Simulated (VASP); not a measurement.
# Se (Fd-3m) in VASP: further runs, part 2 of 2

VASP 6.6.1. Earlier steps stand in the parts before.

## Step 4: Single point, revPBE (volume scaled by 1.12)

File INCAR:

```
  ALGO = Normal
  EDIFF = 1E-7
  ENCUT = 520
  GGA = RE
  ISIF = 2
  ISMEAR = -1
  LASPH = T
  LCHARG = F
  LREAL = F
  LWAVE = F
  NBANDS = 13
  NELM = 80
  PREC = Accurate
  SIGMA = 0.1
```

File KPOINTS:

```
k-points
0
Gamma
  10 10 10
```

File POSCAR:

```
Se
1.0
    0.0000000000      3.3193771740      3.3193771740
    3.3193771740      0.0000000000      3.3193771740
    3.3193771740      3.3193771740      0.0000000000
Se
2
Direct
    0.1250000000      0.1250000000      0.1250000000
    0.8750000000      0.8750000000      0.8750000000
```

Potentials or basis: VASP PAW PBE potentials, release 64 (Se).

Run with:

```console
$ cat potpaw_PBE.64/Se/POTCAR > POTCAR
$ mpirun -np 1 vasp_std > vasp.out
```

OUTCAR:

```text
EDIFF = 1E-7
   ENCUT = 520
   GGA = RE
   ISIF = 2
   ISMEAR = -1
   LASPH = T
   LREAL = F
   NELM = 80
   PREC = Accurate

 ion  position               nearest neighbor table
   1  0.125  0.125  0.125-
   2  0.875  0.875  0.875-

  LATTYP: Found a face centered cubic cell.
 ALAT       =     6.6387543480

  Lattice vectors:

 A1 = (   0.0000000000,   3.3193771740,   3.3193771740)
[... 558 lines left out ...]
      4      -2.9682      2.00000
      5      -1.0225      2.00000
      6      -0.3075      1.99999
      7       2.1110      0.00001
      8       2.1538      0.00001
      9       6.7684      0.00000
     10       8.0899      0.00000
     11      10.1832      0.00000
     12      11.1774      0.00000
     13      11.2610      0.00000

 [... further k-points ...]
[... 5 lines left out ...]
  --------------------------------------------------------------------------------------
  -------------------------------------------------------------------------------------
  Total       -1.4504764     -1.4504764     -1.4504764     -0.0000000     -0.0000000      0.0000000
  in kB      -31.7703089    -31.7703089    -31.7703089     -0.0000000     -0.0000000      0.0000000
  external PRESSURE =     -31.7703089 kB  Pullay stress =       0.0000000 kB

 VOLUME and BASIS-vectors are now :
 -----------------------------------------------------------------------------
  energy-cutoff  :      520.00
  volume of cell :       73.15
      direct lattice vectors                 reciprocal lattice vectors
     0.000000000  3.319377174  3.319377174    -0.150630668  0.150630668  0.150630668
     3.319377174  0.000000000  3.319377174     0.150630668 -0.150630668  0.150630668
     3.319377174  3.319377174  0.000000000     0.150630668  0.150630668 -0.150630668

 POSITION                                       TOTAL-FORCE (eV/Angst)
 -----------------------------------------------------------------------------------
      0.82984      0.82984      0.82984         0.000000      0.000000      0.000000
      5.80891      5.80891      5.80891        -0.000000     -0.000000      0.000000
 -----------------------------------------------------------------------------------
    total drift:                                0.000000      0.000000      0.000000

  FREE ENERGIE OF THE ION-ELECTRON SYSTEM (eV)
  ---------------------------------------------------
  free  energy   TOTEN  =        -5.3642030768 eV

  energy  without entropy=       -5.3042646230  energy(sigma->0) =       -5.33423385
```

It took 44 s on 1 thread of Intel Xeon 6975P-C, shared host; peak memory 0.21 GiB.

Results:

```
Free energy            : -5.3642 eV
Pressure               : -3.2 GPa
Band gap on the k mesh : zero (band 6 reaches 1.26 eV, above the bottom of band 7 at 0.37 eV)
```

Caveat: the cell differs from its parent crystal (volume scaled by 1.12); the PAW data sets were made with another functional, which shifts forces and pressure a little.

## Step 5: Relaxation of cell and atoms, revPBE

This run uses another cell than the first one, of 29.44 Å³/atom, 0.867 times its volume.

File INCAR:

```
PREC = Accurate
ENCUT = 600
EDIFF = 1E-7
ISMEAR = -1
SIGMA = 0.1
LREAL = F
LASPH = T
NELM = 60
ALGO = Normal
ISIF = 3
LWAVE = F
LCHARG = F
GGA = RE
IBRION = 2
NSW = 80
EDIFFG = -0.01
```

File KPOINTS:

```
regular mesh
0
Gamma
  9 9 9
```

File POSCAR:

```
Se
1.0
    0.0000000000      3.0878327507      3.0878327507
    3.0878327507      0.0000000000      3.0878327507
    3.0878327507      3.0878327507      0.0000000000
Se
2
Direct
    0.1250000000      0.1250000000      0.1250000000
    0.8750000000      0.8750000000      0.8750000000
```

Run with:

```console
$ cat potpaw_PBE.64/Se/POTCAR > POTCAR
$ mpirun -np 1 vasp_std > vasp.out
```

It took 56 s on 1 thread of Intel Xeon 6975P-C, shared host; peak memory 0.22 GiB.

It converged, with:

```yaml
Free_energy: -5.4495 eV
Relaxed_volume: 32.63 Å³/atom
Relaxed_cell: a = 4.519 Å, b = 4.519 Å, c = 4.519 Å, α = 60.00°, β = 60.00°, γ = 60.00°
Space_group_after_relaxing_to_0.05_Å: Fd-3m (No. 227)
Energy_gained_by_relaxing: 41.8 meV/atom
Ionic_steps: 3
Pressure_after_relaxing: 0.0 GPa
Band_gap_on_the_k_mesh: zero (band 6 reaches 2.15 eV, above the bottom of band 7 at 1.15 eV)
```

The path:
```csv
step,energy change (eV),largest force (eV/Å),pressure (GPa),volume (Å³)
1,0.0000,0.0000,4.56,58.88
2,-0.0818,0.0000,-0.54,66.32
3,-0.0836,0.0000,0.01,65.27
```

Final structure:
```xyz
2
Lattice="0.0000 3.1957 3.1957 3.1957 0.0000 3.1957 3.1957 3.1957 0.0000" Properties=species:S:1:pos:R:3 pbc="T T T"
Se    0.7989    0.7989    0.7989
Se    5.5924    5.5924    5.5924
```

Levels at points of the mesh, in eV from the Fermi level:
```csv
k point,band 2,band 3,band 4,band 5,band 6,band 7,band 8,band 9,band 10
"(0.00, 0.00, 0.00)",-10.31,-3.30,-3.30,-3.30,-0.71,-0.71,-0.71,4.69,7.72
```

Caveat: the PAW data sets were made with another functional, which shifts forces and pressure a little.

## Step 6: Single point, revPBE

This run uses another cell than the first one, of 32.66 Å³/atom, 0.962 times its volume.

File INCAR:

```
PREC = Accurate
ENCUT = 520
EDIFF = 1E-7
ISMEAR = -1
SIGMA = 0.1
LREAL = F
LASPH = T
NELM = 80
ALGO = Normal
ISIF = 2
LWAVE = F
LCHARG = T
GGA = RE
LELF = T
LVHAR = T
NBANDS = 13
```

File KPOINTS:

```
Automatic mesh
0
Gamma
  14 14 14
```

File POSCAR:

```
Se
1.0
    0.0000000000      3.1963225272      3.1963225272
    3.1963225272      0.0000000000      3.1963225272
    3.1963225272      3.1963225272      0.0000000000
Se
2
Direct
    0.1250000000      0.1250000000      0.1250000000
    0.8750000000      0.8750000000      0.8750000000
```

Potentials or basis: VASP PAW PBE potentials, release 64 (Se).

Run with:

```console
$ cat potpaw_PBE.64/Se/POTCAR > POTCAR
$ mpirun -np 1 vasp_std > vasp.out
```

Run time: 82 s. Hardware: 1 thread of Intel Xeon 6975P-C, shared host; peak memory 0.24 GiB.

The run converged. Its results:

| Item | Value |
| --- | --- |
| Free energy | -5.4503 eV |
| Pressure | 0.0 GPa |
| Band gap on the k mesh | zero (band 6 reaches 2.17 eV, above the bottom of band 7 at 1.15 eV) |

Levels at points of the mesh, in eV from the Fermi level:
| k point | band 3 | band 4 | band 5 | band 6 | band 7 | band 8 | band 9 | band 10 |
| --- | --- | --- | --- | --- | --- | --- | --- | --- |
| (0.00, 0.00, 0.00) | -3.29 | -3.29 | -3.29 | -0.71 | -0.71 | -0.71 | 4.69 | 7.72 |
| (0.50, 0.00, 0.00) | -3.96 | -3.96 | -3.93 | 0.32 | 0.32 | 1.52 | 7.08 | 7.16 |
| (0.50, 0.50, 0.00) | -4.68 | -4.68 | -1.83 | -1.83 | 2.02 | 2.02 | 6.36 | 6.36 |

Caveat: the PAW data sets were made with another functional, which shifts forces and pressure a little.

## Step 7: Summary

```csv
task,cell,k mesh,cutoff (eV),gap on the mesh (eV),pressure (GPa)
single point,"a = 4.580 Å, angles 60.0°, 2 atoms",10 × 10 × 10,520,none,-1.3
single point,"a = 4.638 Å, angles 60.0°, 2 atoms",10 × 10 × 10,520,none,-2.3
single point,"a = 4.694 Å, angles 60.0°, 2 atoms",10 × 10 × 10,520,none,-3.2
relaxation of cell and atoms,"relaxed from a = 4.367 Å, angles 60.0°, 2 atoms",9 × 9 × 9,600,none,0.0
single point,"a = 4.520 Å, angles 60.0°, 2 atoms",14 × 14 × 14,520,none,0.0
```

Alike in all rows: level revPBE; potentials or basis VASP PAW PBE potentials, release 64 (Se); no spin polarisation; smearing fermi-dirac 0.1 eV.

Caveats: the PAW data sets were made with another functional, which shifts forces and pressure a little.

Absolute energies hang on the potentials; compare differences alone.
